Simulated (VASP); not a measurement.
Wanted: the native input for a VASP 6.6.1 run.

* Task: single point
* Functional: PBE
* Potentials or basis: VASP PAW PBE potentials, release 64 (Mg, O)
* Cutoff: 520 eV
* k mesh: 6 × 6 × 6
* Occupations: gaussian, width 0.05 eV
* Spin: no spin polarisation
* Dipole correction: no
* Further INCAR settings: ALGO = Normal; EDIFF = 1e-07; NBANDS = 26

The structure of MgO lies in POSCAR:

```
MgO
1.0
    4.2538458108      0.0000000000      0.0000000000
    0.0000000000     -4.2538458108      0.0000000000
    0.0000000000      0.0000000000     -4.2538458108
Mg O
4 4
Direct
   -0.0249341471     -0.0249341471      0.0000000000
    0.5000000000      0.5000000000      0.0000000000
    0.5000000000      0.0000000000      0.5000000000
    0.0000000000      0.5000000000      0.5000000000
    0.5000000000      0.0000000000      0.0000000000
    0.0000000000      0.5000000000      0.0000000000
    0.0000000000      0.0000000000      0.5000000000
    0.5000000000      0.5000000000      0.5000000000
```

This cell differs from its parent crystal: atom 1 (Mg) moved +0.150 Å towards its neighbour atom 2 (Mg) at 3.008 Å.

The input as run:

INCAR

```
SYSTEM = MgO
PREC = Accurate
ENCUT = 520
EDIFF = 1E-7
ISMEAR = 0
SIGMA = 0.05
LREAL = .False.
LASPH = .True.
NELM = 100
ALGO = Normal
ISIF = 2
LWAVE = .False.
LCHARG = .False.
GGA = PE
NBANDS = 26
```

KPOINTS

```
Automatic mesh
0
Gamma
  6 6 6
  0 0 0
```

Potentials or basis: VASP PAW PBE potentials, release 64 (Mg, O).

The run is started by

```sh
$ cat potpaw_PBE.64/Mg/POTCAR potpaw_PBE.64/O/POTCAR > POTCAR
$ mpirun -np 1 vasp_std > vasp.out
```

Results of the run:

```json
{
 "Pressure": "-0.1 GPa",
 "Largest force": "1.381 eV/Å",
 "Band gap on the k mesh": "4.44 eV"
}
```

Caveat: the cell differs from its parent crystal (atom 1 (Mg) moved +0.150 Å towards its neighbour atom 2 (Mg) at 3.008 Å); forces of over 1 eV/Å act on the atoms, so gaps and moduli don't describe the material at rest.

Wall time 120 s on 1 thread of Intel Xeon 8259CL (shared host), peak memory 0.22 GiB.
